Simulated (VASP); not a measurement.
Here is a VASP 6.6.1 calculation.

Contents of INCAR:

```
SYSTEM = CuO
  ALGO = Normal
  EDIFF = 1E-6
  ENCUT = 700
  GGA = PE
  GGA_COMPAT = .FALSE.
  ISIF = 2
  ISMEAR = 0
  LASPH = .TRUE.
  LCHARG = .FALSE.
  LREAL = .FALSE.
  LWAVE = .FALSE.
  NBANDS = 33
  NELM = 120
  PREC = Accurate
  SIGMA = 0.1
```

The input KPOINTS:

```
k-points
0
G
  7 7 4
  0 0 0
```

POSCAR

```
CuO
1.0
    2.3416500000     -1.7104000000      0.0000000000
    2.3416500000      1.7104000000      0.0000000000
   -0.8525100000      0.0000000000      5.0580600000
Cu O
2 2
Direct
    0.0000000000      0.5000000000      0.0000000000
    0.5000000000      0.0000000000      0.5000000000
    0.5821000000      0.4179000000      0.2500000000
    0.4179000000      0.5821000000      0.7500000000
```

Potentials or basis: VASP PAW PBE potentials, release 64 (Cu_sv_GW, O).

Command:

```bash
$ cat potpaw_PBE.64/Cu_sv_GW/POTCAR potpaw_PBE.64/O/POTCAR > POTCAR
$ mpirun -np 1 vasp_std > vasp.out
```

**Question.** What does it give for the pressure?

**Answer.** 2.7 GPa.

**Question.** Estimate the largest force.

**Answer.** 0.280 eV/Å.

**Question.** Predict the band gap on the k mesh.

**Answer.** Zero (band 25 reaches 6.00 eV, above the bottom of band 26 at 5.36 eV).

Stress tensor (GPa, compression positive):
```
 2.49  0.00 -1.11
 0.00  3.85  0.00
-1.11  0.00  1.76
```

Caveat: semilocal functionals often make such compounds metallic where correlation or magnetic order opens a gap, which also shifts bond lengths. With open d or f shells a metallic result of PBE can be an artefact of self-interaction; +U or a hybrid may open a gap.
